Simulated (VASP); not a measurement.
# Si3B (Pm-3m) in VASP: notebook

Si3B is run at these levels: PBE; tasks: single point, relaxation of cell and atoms.

Everything below comes from runs of VASP 6.6.1. Logs are shortened: lines on timing, memory, paths and dates and some standing lists are left out, and cuts for length are marked.

## 1. The cell of the first run

Symmetry: Pm-3m, No. 221, cubic system. The conventional cell has a = 3.676 Å, b = 3.676 Å, c = 3.676 Å, α = 90.00°, β = 90.00°, γ = 90.00°. Within 3.4 Å of Si (site symmetry 4/mmm) lie 8 Si at 2.60 Å and 4 B at 2.60 Å. B (site symmetry m-3m) has 12 Si at 2.60 Å within 3.4 Å.

## 2. Single point, PBE

INCAR

```
SYSTEM = Si3B
PREC     = Accurate       ! precision mode
ENCUT    = 520            ! plane-wave cutoff, eV
EDIFF    = 1E-7           ! SCF threshold, eV
ISMEAR   = 0              ! smearing method
SIGMA    = 0.1            ! smearing width, eV
LREAL    = .False.        ! projectors in reciprocal space
LASPH    = .True.         ! aspherical terms in the spheres
NELM     = 80             ! most SCF steps
ALGO     = Normal         ! electronic algorithm
ISIF     = 2              ! what is computed and relaxed
LWAVE    = .False.        ! write WAVECAR
LCHARG   = .False.        ! write CHGCAR
GGA      = PE             ! functional
NBANDS   = 25             ! bands
```

KPOINTS

```
regular mesh
0
Gamma
  4 4 4
  0 0 0
```

POSCAR

```
Si3B
1.0
    0.0000000000      3.6755098338      3.6755098338
    3.6755098338      0.0000000000      3.6755098338
    3.6755098338      3.6755098338      0.0000000000
Si B
6 2
Direct
    0.7500130757      0.2499869243      0.2499869243
    0.2499869243      0.7500130757      0.7500130757
    0.2499869243      0.7500130757      0.2499869243
    0.7500130757      0.2499869243      0.7500130757
    0.2499869243      0.2499869243      0.7500130757
    0.7500130757      0.7500130757      0.2499869243
    0.2500000000      0.2500000000      0.2500000000
    0.7500000000      0.7500000000      0.7500000000
```

Potentials or basis: VASP PAW PBE potentials, release 64 (Si, B).

Started as:

```
cat potpaw_PBE.64/Si/POTCAR potpaw_PBE.64/B/POTCAR > POTCAR
mpirun -np 1 vasp_std > vasp.out
```

OUTCAR:

```text
SYSTEM = Si3B
   PREC = Accurate
   ENCUT = 520
   EDIFF = 1E-7
   ISMEAR = 0
   LREAL = .False.
   LASPH = .True.
   NELM = 80
   ISIF = 2
   GGA = PE

 ion  position               nearest neighbor table
   1  0.750  0.250  0.250-   3 2.60   4 2.60   5 2.60   6 2.60   8 2.60   8 2.60   7 2.60   7 2.60
                             4 2.60   3 2.60   5 2.60   6 2.60
   2  0.250  0.750  0.750-   3 2.60   4 2.60   5 2.60   6 2.60   8 2.60   8 2.60   7 2.60   7 2.60
                             3 2.60   4 2.60   5 2.60   6 2.60
   3  0.250  0.750  0.250-   1 2.60   2 2.60   5 2.60   6 2.60   8 2.60   8 2.60   7 2.60   7 2.60
                             1 2.60   2 2.60   5 2.60   6 2.60
   4  0.750  0.250  0.750-   1 2.60   2 2.60   5 2.60   6 2.60   8 2.60   8 2.60   7 2.60   7 2.60
                             6 2.60   2 2.60   5 2.60   1 2.60
   5  0.250  0.250  0.750-   1 2.60   2 2.60   3 2.60   4 2.60   8 2.60   8 2.60   7 2.60   7 2.60
                             4 2.60   3 2.60   1 2.60   2 2.60
   6  0.750  0.750  0.250-   1 2.60   2 2.60   3 2.60   4 2.60   8 2.60   8 2.60   7 2.60   7 2.60
                             4 2.60   2 2.60   3 2.60   1 2.60
   7  0.250  0.250  0.250-   1 2.60   4 2.60   6 2.60   2 2.60   3 2.60   6 2.60   2 2.60   4 2.60
                             5 2.60   1 2.60   3 2.60   5 2.60
   8  0.750  0.750  0.750-   2 2.60   4 2.60   6 2.60   1 2.60   3 2.60   6 2.60   1 2.60   4 2.60
                             5 2.60   2 2.60   3 2.60   5 2.60

  LATTYP: Found a face centered cubic cell.
 ALAT       =     7.3510196676

  Lattice vectors:

 A1 = (   0.0000000000,   3.6755098338,   3.6755098338)
 A2 = (   3.6755098338,   0.0000000000,   3.6755098338)
 A3 = (   3.6755098338,   3.6755098338,   0.0000000000)

Analysis of symmetry for initial positions (statically):
=====================================================================
 Subroutine PRICEL returns:
 Original cell was already a primitive cell.

 Routine SETGRP: Setting up the symmetry group for a
 face centered cubic supercell.

 Subroutine GETGRP returns: Found 48 space group operations
 (whereof 48 operations were pure point group operations)
 out of a pool of 48 trial point group operations.

The static configuration has the point symmetry O_h .

Analysis of symmetry for dynamics (positions and initial velocities):
=====================================================================
 Subroutine PRICEL returns:
 Original cell was already a primitive cell.

 Routine SETGRP: Setting up the symmetry group for a
 face centered cubic supercell.

 Subroutine GETGRP returns: Found 48 space group operations
 (whereof 48 operations were pure point group operations)
[... 106 lines left out ...]
   TEBEG  =    0.0;   TEEND  =   0.0 temperature during run
   PSTRESS=    0.0 pullay stress
   NELECT =      30.0000    total number of electrons
   NUPDOWN=      -1.0000    fix difference up-down
   EMIN   =  10.00;   EMAX   =-10.00  energy-range for DOS
   EFERMI =   0.00;   METHOD = LEGACY
   ISMEAR =     0;   SIGMA  =   0.10  broadening in eV -4-tet -1-fermi 0-gaus
   EFERMI_NEDOS =   21; number of points for ismear=-14 and -15
   IALGO  =     38    algorithm
   IMIX   =      4    mixing-type and parameters
     AMIX     =   0.40;   BMIX     =  1.00
     AMIX_MAG =   1.60;   BMIX_MAG =  1.00
  volume/ion in A,a.u.               =      12.41        83.77
  Fermi-wavevector in a.u.,A,eV,Ry     =   1.098469  2.075805 16.417243  1.206633
  Thomas-Fermi vector in A             =   2.234847
   LORBIT       =      0    0 simple, 1 ext, 2 COOP (PROOUT), +10 PAW based schemes
   GGA     = PE    functional components
   LHFCALC =     F    Hartree Fock is set to
   AEXX    =    0.0000 exact exchange contribution
   IVDW    =     0    specifies the selected vdW correction
   LEPSILON=     F    determine dielectric tensor
   LRPA    =     F    only Hartree local field effects (RPA)
 non-spin polarized calculation
 Gauss-broadening in eV      SIGMA  =   0.10
  energy-cutoff  :      520.00
  volume of cell :       99.31
 maximum number of plane-waves:      2698
 NGX is ok and might be reduce to    40
   NGX = 19   NGY = 19   NGZ = 19

 number of electron      30.0000002 magnetization

 Free energy of the ion-electron system (eV)
  ---------------------------------------------------
  ext. energy  EPLUGINS =         0.00000000
  ---------------------------------------------------
  free energy    TOTEN  =       -38.42299682 eV

  energy without entropy =      -38.40501581  energy(sigma->0) =      -38.41400632

 E-fermi :  10.2059     XC(G=0): -11.4279

 val. band max:       10.0898161542   @ k =   0.5000   0.5000   0.0000
 cond. band min:      10.2255578695   @ k =   0.2500   0.0000   0.0000
 fundamental gap:      0.1357417153
 Fermi energy:        10.2058542636

 k-point     1 :       0.0000    0.0000    0.0000
  band No.  band energies     occupation
      1      -4.9095      2.00000
      2       2.2563      2.00000
      3       2.6131      2.00000
      4       2.6131      2.00000
      5       2.6131      2.00000
      6       3.1367      2.00000
[... 213 lines left out ...]
     24      13.1673      0.00000
     25      13.5458      0.00000

------------------------ aborting loop because EDIFF is reached ----------------------------------------

  FORCE on cell =-STRESS in cart. coord.  units (eV):
  Direction    XX          YY          ZZ          XY          YZ          ZX
  --------------------------------------------------------------------------------------
  -------------------------------------------------------------------------------------
  Total       -0.1226276     -0.1226276     -0.1226276      0.0000000      0.0000000      0.0000000
  in kB       -1.9784081     -1.9784081     -1.9784081      0.0000000      0.0000000      0.0000000
  external PRESSURE =      -1.9784081 kB  Pullay stress =       0.0000000 kB

 VOLUME and BASIS-vectors are now :
 -----------------------------------------------------------------------------
  energy-cutoff  :      520.00
  volume of cell :       99.31
      direct lattice vectors                 reciprocal lattice vectors
     0.000000000  3.675509834  3.675509834    -0.136035550  0.136035550  0.136035550
     3.675509834  0.000000000  3.675509834     0.136035550 -0.136035550  0.136035550
     3.675509834  3.675509834  0.000000000     0.136035550  0.136035550 -0.136035550

 POSITION                                       TOTAL-FORCE (eV/Angst)
 -----------------------------------------------------------------------------------
      1.83766      3.67551      3.67551         0.001799      0.000000      0.000000
      5.51336      3.67551      3.67551        -0.001799      0.000000      0.000000
      3.67551      1.83766      3.67551         0.000000      0.001799      0.000000
      3.67551      5.51336      3.67551         0.000000     -0.001799      0.000000
      3.67551      3.67551      1.83766         0.000000      0.000000      0.001799
      3.67551      3.67551      5.51336         0.000000      0.000000     -0.001799
      1.83775      1.83775      1.83775         0.000000      0.000000      0.000000
      5.51326      5.51326      5.51326        -0.000000      0.000000     -0.000000
 -----------------------------------------------------------------------------------
    total drift:                                0.000000      0.000000      0.000000

  FREE ENERGIE OF THE ION-ELECTRON SYSTEM (eV)
  ---------------------------------------------------
  free  energy   TOTEN  =       -38.4229968191 eV

  energy  without entropy=      -38.4050158135  energy(sigma->0) =      -38.41400632
```

OSZICAR:

```text
N       E                     dE             d eps       ncg     rms          rms(c)
DAV:   1     0.478566246153E+02    0.47857E+02   -0.12197E+04   400   0.104E+03
DAV:   2    -0.352382858546E+02   -0.83095E+02   -0.77663E+02   538   0.154E+02
DAV:   3    -0.386035989688E+02   -0.33653E+01   -0.32800E+01   551   0.261E+01
DAV:   4    -0.386335810210E+02   -0.29982E-01   -0.29903E-01   496   0.267E+00
DAV:   5    -0.386339120875E+02   -0.33107E-03   -0.33095E-03   525   0.254E-01    0.772E+00
DAV:   6    -0.384788132418E+02    0.15510E+00   -0.14775E-01   496   0.157E+00    0.431E+00
DAV:   7    -0.384263547631E+02    0.52458E-01   -0.63092E-02   459   0.112E+00    0.738E-01
DAV:   8    -0.384232579613E+02    0.30968E-02   -0.38641E-03   536   0.302E-01    0.206E-01
DAV:   9    -0.384230182094E+02    0.23975E-03   -0.45757E-04   494   0.993E-02    0.471E-02
DAV:  10    -0.384229968219E+02    0.21387E-04   -0.33682E-05   520   0.308E-02    0.257E-02
DAV:  11    -0.384229968693E+02   -0.47389E-07   -0.22197E-06   502   0.708E-03    0.328E-03
DAV:  12    -0.384229968191E+02    0.50200E-07   -0.18721E-07   440   0.202E-03
   1 F= -.38422997E+02 E0= -.38414006E+02  d E =-.179810E-01
```

It took 10 s on 1 thread of AMD EPYC 9R45 (Zen 5), shared host; peak memory 0.2 GiB.

Results:

```yaml
Free_energy: -38.4230 eV
Pressure: -0.2 GPa
Band_gap_on_the_k_mesh: zero (band 15 reaches 11.41 eV, above the bottom of band 16 at 9.26 eV)
```

Caveat: the k points lie up to 0.37 Å⁻¹ apart.

[end of part 1 of 2]
